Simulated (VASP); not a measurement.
A run of VASP 6.6.1 is set up as follows.

INCAR

```
SYSTEM = O
  PREC = Accurate
  ENCUT = 520
  EDIFF = 1E-7
  ISMEAR = -1
  SIGMA = 0.05
  LREAL = .False.
  LASPH = .True.
  NELM = 150
  ALGO = Normal
  ISIF = 2
  LWAVE = .False.
  LCHARG = .True.
  ISPIN = 2
  MAGMOM = 1 1
  LORBIT = 11
  GGA = CA
  LELF = .True.
  LVHAR = .True.
  NBANDS = 17
```

Contents of KPOINTS:

```
Automatic mesh
0
Gamma
  1 1 1
  0 0 0
```

POSCAR

```
O
1.0
    9.0000000000      0.0000000000      0.0000000000
    0.0000000000      9.5000000000      0.0000000000
    0.0000000000      0.0000000000     10.0000000000
O
2
Direct
    0.5000000000      0.5000000000      0.4400074474
    0.5000000000      0.5000000000      0.5599925526
```

Potentials or basis: VASP PAW LDA potentials, release 64 (O).

Run with:

```console
$ cat potpaw_LDA.64/O/POTCAR > POTCAR
$ mpirun -np 1 vasp_gam > vasp.out
```

Question: Estimate the largest force.

Answer: 1.782 eV/Å.

Question: What does it give for the gap between the frontier levels?

Answer: 1.97 eV.

Question: What does it give for the site moments?

Answer: O +0.80 μB.

Forces in eV/Å, atoms in the order of the input:
```
O    0.000  0.000 -1.782
O    0.000  0.000  1.782
```

Caveat: the standard files for N, O and F lose accuracy on very short bonds.
